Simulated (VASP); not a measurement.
Input of a VASP 6.6.1 run:

Contents of INCAR:

```
PREC = Accurate
ENCUT = 520
EDIFF = 1E-7
ISMEAR = -1
SIGMA = 0.1
LREAL = False
LASPH = True
NELM = 60
ALGO = Normal
ISIF = 2
LWAVE = False
LCHARG = False
NBANDS = 20
```

The input KPOINTS:

```
regular mesh
0
Gamma
  17 17 9
```

POSCAR

```
Mn
1.0
    2.3311009334      0.0000000000      0.0000000000
   -1.1655504667      2.0187926271      0.0000000000
    0.0000000000      0.0000000000      3.7590051879
Mn
2
Direct
    0.3333333333      0.6666666667      0.2500000000
    0.6666666667      0.3333333333      0.7500000000
```

Potentials or basis: VASP PAW LDA potentials, release 64 (Mn_pv).

Run with:

```bash
$ cat potpaw_LDA.64/Mn_pv/POTCAR > POTCAR
$ mpirun -np 1 vasp_std > vasp.out
```

(1) Predict the band gap on the k mesh.

(2) What does it give for the pressure?

Answers

(1) zero (band 13 reaches 14.47 eV, above the bottom of band 14 at 11.86 eV).

(2) 56.9 GPa.

Caveat: the run has no spin polarisation, though such a crystal can be magnetic.
